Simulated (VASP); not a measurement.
Here is a VASP 6.6.1 calculation.

File INCAR:

```
SYSTEM = V
PREC = Accurate
ENCUT = 600
EDIFF = 1E-6
ISMEAR = 0
SIGMA = 0.1
LREAL = .FALSE.
LASPH = .TRUE.
NELM = 60
ALGO = Normal
ISIF = 3
LWAVE = .FALSE.
LCHARG = .FALSE.
GGA = PE
IBRION = 2
NSW = 80
EDIFFG = -0.01
```

KPOINTS

```
regular mesh
0
G
  20 20 20
  0 0 0
```

POSCAR

```
V
1.0
   -1.5017360662      1.5017360662      1.5017360662
    1.5017360662     -1.5017360662      1.5017360662
    1.5017360662      1.5017360662     -1.5017360662
V
1
Direct
    0.0000000000      0.0000000000      0.0000000000
```

Potentials or basis: VASP PAW PBE potentials, release 64 (V_sv).

Run with:

```sh
$ cat potpaw_PBE.64/V_sv/POTCAR > POTCAR
$ mpirun -np 1 vasp_std > vasp.out
```

(1) What does it give for the relaxed volume?

(2) Estimate the space group after relaxing (to 0.1 Å).

(3) Predict the band gap on the k mesh.

## Answers

(1) 13.47 Å³/atom.

(2) Im-3m (No. 229).

(3) zero (an odd number of electrons rules out a gap without spin polarisation).
